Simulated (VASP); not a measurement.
A run of VASP 6.6.1 is set up as follows.

Contents of INCAR:

```
SYSTEM = MgO
PREC = Accurate ; ENCUT = 520
EDIFF = 1E-7 ; ISMEAR = 0
SIGMA = 0.05 ; LREAL = .FALSE.
LASPH = .TRUE. ; NELM = 60
ALGO = Normal ; ISIF = 2
LWAVE = .FALSE. ; LCHARG = .FALSE.
GGA = PS ; NBANDS = 16
```

Contents of KPOINTS:

```
regular mesh
0
G
  9 9 6
  0 0 0
```

File POSCAR:

```
MgO
1.0
    3.5347000000      0.0000000000      0.0000000000
   -1.7673500000      3.0611399948      0.0000000000
    0.0000000000      0.0000000000      5.2202000000
Mg O
2 2
Direct
    0.3333333333      0.6666666667      0.0036583380
    0.6666666667      0.3333333333      0.5036583380
    0.3333333333      0.6666666667      0.4009416620
    0.6666666667      0.3333333333      0.9009416620
```

Potentials or basis: VASP PAW PBE potentials, release 64 (Mg, O).

Launch:

```sh
$ cat potpaw_PBE.64/Mg/POTCAR potpaw_PBE.64/O/POTCAR > POTCAR
$ mpirun -np 1 vasp_std > vasp.out
```

(1) Predict the band gap on the k mesh.

(2) Estimate the pressure.

Results:

(1) 2.46 eV, direct.

(2) -15.3 GPa.

Caveat: the PAW data sets were made with another functional, which shifts forces and pressure a little.
